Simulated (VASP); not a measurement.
# ReSe (P6_3/mmc) in VASP: single point with r2SCAN

Aim: the single point of ReSe with r2SCAN.

All numbers are computed with VASP 6.6.1; they aren't measurements. Logs are shortened: lines on timing, memory, paths and dates and some standing lists are left out, and cuts for length are marked.

## Step 1: The cell of the first run

Symmetry: P6_3/mmc, No. 194, hexagonal system. Conventional cell: a = 3.790 Å, b = 3.790 Å, c = 5.890 Å, α = 90.00°, β = 90.00°, γ = 120.00°. Re (site symmetry -3m) has 6 Se at 2.64 Å and 2 Re at 2.95 Å within 3.5 Å. Se (site symmetry -6m2) has 6 Re at 2.64 Å within 3.5 Å.

## Step 2: Single point, r2SCAN

POSCAR reads:

```
ReSe
1.0
    1.8950690200      3.2823546000      0.0000000000
   -1.8950690200      3.2823546000      0.0000000000
    0.0000000000      0.0000000000      5.8900029400
Re Se
2 2
Direct
    0.0000000000      0.0000000000      0.0000000000
    0.0000000000      0.0000000000      0.5000000000
    0.3333300000      0.3333400000      0.2500000000
    0.6666600000      0.6666700000      0.7500000000
```

INCAR.step1 reads:

```
SYSTEM = ReSe
PREC = Accurate
ENCUT = 520
ISMEAR = -1
SIGMA = 0.1
LREAL = .False.
LASPH = .True.
NELM = 100
NBANDS = 21
GGA = PE
ALGO = Normal
EDIFF = 1E-4
LWAVE = .True.
LCHARG = .False.
```

INCAR.step2 reads:

```
SYSTEM = ReSe
PREC = Accurate
ENCUT = 520
EDIFF = 1E-6
ISMEAR = -1
SIGMA = 0.1
LREAL = .False.
LASPH = .True.
NELM = 100
ALGO = Normal
ISIF = 2
LWAVE = .False.
LCHARG = .False.
METAGGA = R2SCAN
LMIXTAU = .True.
NBANDS = 21
ISTART = 1
```

KPOINTS reads:

```
regular mesh
0
Gamma
  10 10 6
  0 0 0
```

Potentials or basis: VASP PAW PBE potentials, release 64 (Re, Se).

Run with:

```
$ cat potpaw_PBE.64/Re/POTCAR potpaw_PBE.64/Se/POTCAR > POTCAR
$ cp INCAR.step1 INCAR
$ mpirun -np 1 vasp_std > vasp.out
$ cp INCAR.step2 INCAR
$ mpirun -np 1 vasp_std > vasp.out
```

OUTCAR:

```text
SYSTEM = ReSe
   PREC = Accurate
   ENCUT = 520
   EDIFF = 1E-6
   ISMEAR = -1
   LREAL = .False.
   LASPH = .True.
   NELM = 100
   ISIF = 2
   METAGGA = R2SCAN
   ISTART = 1

 ion  position               nearest neighbor table
   1  0.000  0.000  0.000-   4 2.64   3 2.64   4 2.64   3 2.64   4 2.64   3 2.64   2 2.95   2 2.95

   2  0.000  0.000  0.500-   4 2.64   3 2.64   4 2.64   3 2.64   4 2.64   3 2.64   1 2.95   1 2.95

   3  0.333  0.333  0.250-   1 2.64   2 2.64   1 2.64   2 2.64   1 2.64   2 2.64
   4  0.667  0.667  0.750-   1 2.64   2 2.64   1 2.64   2 2.64   1 2.64   2 2.64

  LATTYP: Found a hexagonal cell.
 ALAT       =     3.7901369778
 C/A-ratio  =     1.5540343197

  Lattice vectors:

 A1 = (   1.8950690200,  -3.2823546000,   0.0000000000)
 A2 = (   1.8950690200,   3.2823546000,   0.0000000000)
 A3 = (   0.0000000000,   0.0000000000,   5.8900029400)

Analysis of symmetry for initial positions (statically):
=====================================================================
 Subroutine PRICEL returns:
 Original cell was already a primitive cell.

 Routine SETGRP: Setting up the symmetry group for a
 hexagonal supercell.

 Subroutine GETGRP returns: Found  4 space group operations
 (whereof  2 operations were pure point group operations)
 out of a pool of 24 trial point group operations.

The static configuration has the point symmetry C_2 .
 The point group associated with its full space group is C_2v.

Analysis of symmetry for dynamics (positions and initial velocities):
=====================================================================
 Subroutine PRICEL returns:
 Original cell was already a primitive cell.

 Routine SETGRP: Setting up the symmetry group for a
 hexagonal supercell.

 Subroutine GETGRP returns: Found  4 space group operations
 (whereof  2 operations were pure point group operations)
 out of a pool of 24 trial point group operations.

The dynamic configuration has the point symmetry C_2 .
 The point group associated with its full space group is C_2v.

 Subroutine INISYM returns: Found  4 space group operations
 (whereof  2 operations are pure point group operations),
 and found     1 'primitive' translations

----------------------------------------------------------------------------------------

                                     Primitive cell

  volume of cell :      73.2750

  direct lattice vectors                    reciprocal lattice vectors
     1.895069020  3.282354600  0.000000000     0.263842633  0.152329672  0.000000000
    -1.895069020  3.282354600  0.000000000    -0.263842633  0.152329672  0.000000000
     0.000000000  0.000000000  5.890002940     0.000000000  0.000000000  0.169779202

  length of vectors
     3.790136978  3.790136978  5.890002940     0.304659259  0.304659259  0.169779202

  position of ions in fractional coordinates (direct lattice)
     0.000000000  0.000000000  0.000000000
     0.000000000  0.000000000  0.500000000
     0.333330000  0.333340000  0.250000000
     0.666660000  0.666670000  0.750000000

  ion indices of the primitive-cell ions
   primitive index   ion index
                 1           1
                 2           2
                 3           3
                 4           4

----------------------------------------------------------------------------------------

 KPOINTS: regular mesh

Automatic generation of k-mesh.
 Grid dimensions read from file:
 generate k-points for:   10   10    6

 Generating k-lattice:

  Cartesian coordinates                     Fractional coordinates (reciprocal lattice)
     0.026384263  0.015232967  0.000000000     0.100000000  0.000000000  0.000000000
    -0.026384263  0.015232967  0.000000000     0.000000000  0.100000000  0.000000000
     0.000000000  0.000000000  0.028296534     0.000000000  0.000000000  0.166666667

  Length of vectors
     0.030465926  0.030465926  0.028296534

  Shift w.r.t. Gamma in fractional coordinates (k-lattice)
     0.000000000  0.000000000  0.000000000

 Subroutine IBZKPT returns following result:
 ===========================================

 Found    124 irreducible k-points:

 Following reciprocal coordinates:
            Coordinates               Weight
  0.000000  0.000000  0.000000      1.000000
  0.100000  0.000000  0.000000      4.000000
  0.100000  0.100000  0.000000      2.000000
  0.200000  0.000000  0.000000      4.000000
  0.200000  0.200000  0.000000      2.000000
  0.300000  0.000000  0.000000      4.000000
[... 16 lines left out ...]
  0.400000  0.200000  0.000000      4.000000
 -0.200000  0.200000  0.000000      2.000000
 [... further k-points ...]
   k-points           NKPTS =    124   k-points in BZ     NKDIM =    124   number of bands    NBANDS=     21
   number of dos      NEDOS =    301   number of ions     NIONS =      4
   total plane-waves  NPLWV =  37632
   dimension x,y,z NGX =    28 NGY =   28 NGZ =   48
   dimension x,y,z NGXF=    56 NGYF=   56 NGZF=   96
   ions per type =               2   2
   NGX,Y,Z   is equivalent  to a cutoff of  12.28, 12.28, 13.55 a.u.
   NGXF,Y,Z  is equivalent  to a cutoff of  24.56, 24.56, 27.10 a.u.
 SYSTEM =  ReSe
   PREC   = accura    normal or accurate (medium, high low for compatibility)
   ISTART =      1    job   : 0-new  1-cont  2-samecut
   ICHARG =      0    charge: 1-file 2-atom 10-const
   ISPIN  =      1    spin polarized calculation?
   LNONCOLLINEAR =      F non collinear calculations
   LSORBIT =      F    spin-orbit coupling
   LASPH  =      T    aspherical Exc in radial PAW
   ENCUT  =  520.0 eV  38.22 Ry    6.18 a.u.   7.05  7.05 10.95*2*pi/ulx,y,z
   NELM   =    100;   NELMIN=  2; NELMDL=  0     # of ELM steps
   EDIFF  = 0.1E-05   stopping-criterion for ELM
   LREAL  =      F    real-space projection
   EDIFFG = 0.1E-04   stopping-criterion for IOM
   NSW    =      0    number of steps for IOM
   IBRION =     -1    ionic relax: 0-MD 1-quasi-New 2-CG
   NFREE  =      0    steps in history (QN), initial steepest desc. (CG)
   ISIF   =      2    stress and relaxation
   ISYM   =      2    0-nonsym 1-usesym 2-fastsym
   POTIM  = 0.5000    time-step for ionic-motion
   TEBEG  =    0.0;   TEEND  =   0.0 temperature during run
   PSTRESS=    0.0 pullay stress
   NELECT =      26.0000    total number of electrons
   NUPDOWN=      -1.0000    fix difference up-down
   EMIN   =  10.00;   EMAX   =-10.00  energy-range for DOS
   EFERMI =   0.00;   METHOD = LEGACY
   ISMEAR =    -1;   SIGMA  =   0.10  broadening in eV -4-tet -1-fermi 0-gaus
   EFERMI_NEDOS =   21; number of points for ismear=-14 and -15
   IALGO  =     38    algorithm
   IMIX   =      4    mixing-type and parameters
     AMIX     =   0.40;   BMIX     =  1.00
     AMIX_MAG =   1.60;   BMIX_MAG =  1.00
  volume/ion in A,a.u.               =      18.32       123.62
  Fermi-wavevector in a.u.,A,eV,Ry     =   1.158992  2.190178 18.276209  1.343263
  Thomas-Fermi vector in A             =   2.295589
   LORBIT       =      0    0 simple, 1 ext, 2 COOP (PROOUT), +10 PAW based schemes
   METAGGA = R2SCAN    functional components
   LHFCALC =     F    Hartree Fock is set to
   AEXX    =    0.0000 exact exchange contribution
   IVDW    =     0    specifies the selected vdW correction
   LEPSILON=     F    determine dielectric tensor
   LRPA    =     F    only Hartree local field effects (RPA)
 non-spin polarized calculation
  energy-cutoff  :      520.00
  volume of cell :       73.28
 maximum number of plane-waves:      1992
   NGX = 15   NGY = 15   NGZ = 21

 number of electron      26.0000004 magnetization

 Free energy of the ion-electron system (eV)
  ---------------------------------------------------
  ext. energy  EPLUGINS =         0.00000000
  ---------------------------------------------------
  free energy    TOTEN  =      -130.44925241 eV

  energy without entropy =     -130.32544376  energy(sigma->0) =     -130.38734809

 E-fermi :   6.6304     XC(G=0): -12.3177

 val. band max:        6.6295299190   @ k =   0.4000  -0.4000   0.1667
 cond. band min:       6.6427687701   @ k =  -0.2000   0.2000   0.5000
 fundamental gap:      0.0132388511
 Fermi energy:         6.6304031875

 k-point     1 :       0.0000    0.0000    0.0000
  band No.  band energies     occupation
      1     -10.0436      2.00000
      2      -8.1911      2.00000
      3      -1.7107      2.00000
      4       0.5667      2.00000
      5       0.5668      2.00000
      6       2.4989      2.00000
[... 13 lines left out ...]
     20      11.2596      0.00000
     21      13.0570      0.00000

 k-point     2 :       0.1000    0.0000    0.0000
  band No.  band energies     occupation
      1      -9.9355      2.00000
      2      -8.2143      2.00000
      3      -1.5421      2.00000
      4       0.5856      2.00000
      5       0.5980      2.00000
      6       2.1527      2.00000
[... 13 lines left out ...]
     20      10.9460      0.00000
     21      13.3456      0.00000

 k-point     3 :       0.1000    0.1000    0.0000
  band No.  band energies     occupation
      1      -9.9355      2.00000
      2      -8.2143      2.00000
      3      -1.5421      2.00000
      4       0.5856      2.00000
      5       0.5979      2.00000
      6       2.1527      2.00000
[... 13 lines left out ...]
     20      10.9459      0.00000
     21      13.3455      0.00000
[... 457 lines left out ...]
 k-point    23 :       0.4000    0.2000    0.0000
  band No.  band energies     occupation
      1      -8.9847      2.00000
      2      -8.3727      2.00000
      3      -0.7452      2.00000
      4       0.0525      2.00000
      5       0.5543      2.00000
      6       0.5815      2.00000
[... 13 lines left out ...]
     20      12.8486      0.00000
     21      13.2218      0.00000

 k-point    24 :      -0.2000    0.2000    0.0000
  band No.  band energies     occupation
      1      -8.9847      2.00000
      2      -8.3727      2.00000
      3      -0.7452      2.00000
      4       0.0525      2.00000
      5       0.5543      2.00000
      6       0.5816      2.00000
[... 13 lines left out ...]
     20      12.8487      0.00000
     21      13.2217      0.00000

 [... further k-points ...]
[... 5 lines left out ...]
  --------------------------------------------------------------------------------------
  -------------------------------------------------------------------------------------
  Total       -3.3963330     -3.3966459    -10.2576924      0.0000000      0.0000000      0.0000000
  in kB      -74.2616866    -74.2685279   -224.2870592      0.0000000      0.0000000      0.0000000
  external PRESSURE =    -124.2724245 kB  Pullay stress =       0.0000000 kB

 VOLUME and BASIS-vectors are now :
 -----------------------------------------------------------------------------
  energy-cutoff  :      520.00
  volume of cell :       73.28
      direct lattice vectors                 reciprocal lattice vectors
     1.895069020  3.282354600  0.000000000     0.263842633  0.152329672  0.000000000
    -1.895069020  3.282354600  0.000000000    -0.263842633  0.152329672  0.000000000
     0.000000000  0.000000000  5.890002940     0.000000000  0.000000000  0.169779202

 POSITION                                       TOTAL-FORCE (eV/Angst)
 -----------------------------------------------------------------------------------
      0.00000      0.00000      0.00000        -0.000115      0.000000      0.000000
      0.00000      0.00000      2.94500        -0.000115      0.000000      0.000000
     -0.00002      2.18825      1.47250         0.000115     -0.000101      0.000000
     -0.00002      4.37646      4.41750         0.000115      0.000101      0.000000
 -----------------------------------------------------------------------------------
    total drift:                               -0.000000     -0.000000     -0.000000

  FREE ENERGIE OF THE ION-ELECTRON SYSTEM (eV)
  ---------------------------------------------------
  free  energy   TOTEN  =      -130.4492524111 eV

  energy  without entropy=     -130.3254437597  energy(sigma->0) =     -130.38734809
```

Run time: 14 min. Hardware: 1 thread of Intel Xeon Platinum 8259CL at 2.50GHz (Skylake/Cascade Lake), shared host; peak memory 0.33 GiB.

What came out:

* Free energy: -130.4493 eV
* Pressure: -12.4 GPa
* Band gap on the k mesh: zero (band 13 reaches 6.84 eV, above the bottom of band 14 at 5.14 eV)

Stress tensor (GPa, compression positive):
```
 -7.43   0.00   0.00
  0.00  -7.43   0.00
  0.00   0.00 -22.43
```

Caveat: the PAW data sets were made with another functional, which shifts forces and pressure a little; spin-orbit coupling is left out, which moves the levels of the heavy elements.
